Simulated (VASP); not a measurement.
Input of a VASP 6.6.1 run:

The input INCAR:

```
SYSTEM = Ti4NO8
  ALGO = Normal
  EDIFF = 1E-7
  ENCUT = 520
  GGA = PS
  ISIF = 2
  ISMEAR = -1
  LASPH = .True.
  LCHARG = .True.
  LELF = .True.
  LREAL = Auto
  LVHAR = .True.
  LWAVE = .False.
  NBANDS = 120
  NELM = 80
  PREC = Accurate
  SIGMA = 0.02
```

File KPOINTS:

```
k-points
0
Gamma
  2 2 1
  0 0 0
```

Contents of POSCAR:

```
Ti4NO8
1.0
    6.5205140000      0.0000000000      0.0000000000
    0.0000000000      5.9464000000      0.0000000000
    0.0000000000      0.0000000000     18.2509700000
Ti O N
8 16 2
Direct
    0.0000000000      0.0000000000      0.0547916000
    0.5000000000      0.2500000000      0.0547916000
    0.5001896238     -0.0062350164      0.2394452093
    0.0005395609      0.2499810475      0.2390146896
    0.0000000000      0.5000000000      0.0547916000
    0.5000000000      0.7500000000      0.0547916000
    0.5001791165      0.5061561707      0.2394313134
    0.0000569057      0.7499814202      0.2355922144
    0.0000299683      0.0070783286      0.1499620406
    0.1947000000      0.2500000000      0.0547916000
    0.5000000000      0.0000000000      0.1243520000
    0.8053000000      0.2500000000      0.0547916000
    0.5011034168     -0.1347601292      0.3335295707
    0.6921532082      0.2499823311      0.2384058976
    1.0000555354     -0.0030297815      0.2934228072
    0.3077841029      0.2499734448      0.2380197120
    0.0000321463      0.4929326739      0.1499615031
    0.1947000000      0.7500000000      0.0547916000
    0.5000000000      0.5000000000      0.1243520000
    0.8053000000      0.7500000000      0.0547916000
    0.5010957150      0.6346740464      0.3335159444
    0.7014558640      0.7499922430      0.2209338095
    1.0000735617      0.5030085475      0.2934221544
    0.2987311729      0.7499918773      0.2211787688
    0.2949809448      0.2498379527      0.4924475212
    0.3280029481      0.2499191952      0.4333521843
```

Potentials or basis: VASP PAW PBE potentials, release 64 (Ti_sv, O, N).

The run is started by

```bash
$ cat potpaw_PBE.64/Ti_sv/POTCAR potpaw_PBE.64/O/POTCAR potpaw_PBE.64/N/POTCAR > POTCAR
$ mpirun -np 1 vasp_std > vasp.out
```

Problem. Estimate the band gap on the k mesh.

Solution. Zero (filled and empty bands touch).

Problem. Predict the largest force.

Solution. 4.113 eV/Å.

Forces on the atoms (eV/Å):
```
Ti   0.000  0.114  3.461
Ti  -0.001 -0.001  3.711
Ti   0.002  0.046 -0.055
Ti  -0.006  0.000 -0.102
Ti   0.000 -0.114  3.461
Ti   0.001  0.000  4.113
Ti   0.002 -0.044 -0.052
Ti  -0.003  0.001 -0.085
O    0.000  0.003  0.136
O    1.327  0.000 -2.460
O    0.001  0.205 -2.827
O   -1.326  0.000 -2.459
O   -0.001  0.307  0.076
O    0.031  0.000  0.000
O    0.000 -0.011  0.121
O   -0.026  0.000  0.002
O    0.000 -0.004  0.137
O    1.247  0.000 -2.266
O    0.001 -0.206 -2.826
O   -1.246  0.000 -2.266
O   -0.001 -0.307  0.077
O    0.011  0.000 -0.009
O   -0.001  0.010  0.121
O   -0.010  0.000 -0.009
N   -0.368 -0.001  1.834
N    0.366  0.001 -1.833
```

Caveat: the k points lie up to 0.53 Å⁻¹ apart; the standard files for N, O and F lose accuracy on very short bonds; there is no dipole correction, which matters where the two faces differ; the PAW data sets were made with another functional, which shifts forces and pressure a little; semilocal functionals often make such compounds metallic where correlation or magnetic order opens a gap, which also shifts bond lengths.
